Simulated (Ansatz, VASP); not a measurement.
# Ir in VASP and in Ansatz

```
Ir
1.0
     0.00000   -1.93518   -1.93518
     0.00000    1.93518   -1.93518
     3.87036    0.00000    0.00000
Ir
2
Cartesian
  1.8662 -0.1030 -1.9352
  0.0690 0.1030 0.0000
```

Change from the starting cell: mode 4 frozen in at -0.103 Å and mode 6 at -0.069 Å (largest displacements).

Alike in both runs: task single point; functional PBE; k mesh 16 × 16 × 12; occupations gaussian, width 0.15 eV; no spin polarisation.

```csv
,VASP,Ansatz
version,VASP 6.6.1,Ansatz 0.2.0
potentials or method,"VASP PAW PBE potentials, release 64 (Ir), cutoff 520 eV","scalar-relativistic, plane waves, PAW"
valence electrons in the cell,18,34
```

|  | VASP | Ansatz | Ansatz less VASP |
| --- | --- | --- | --- |
| gap on the k mesh at the Fermi level (eV) | none | none | - |
| pressure (GPa) | 8.0 | 7.3 | -0.67 |
| traceless stress, the component that is largest in VASP (GPa) | 8.95 | 8.93 | -0.019 |
| rms of the force components (eV/Å) | 1.492 | 1.479 | -0.0126 |

Atom by atom the forces differ by 0.014 eV/Å (rms over components). A gap of «none» marks a metal or a gap that the smearing closes. VASP's potentials hold 18 valence electrons a cell and Ansatz's 34, so a difference there can come from the potentials and not from the codes.

Spin-orbit coupling is off throughout.
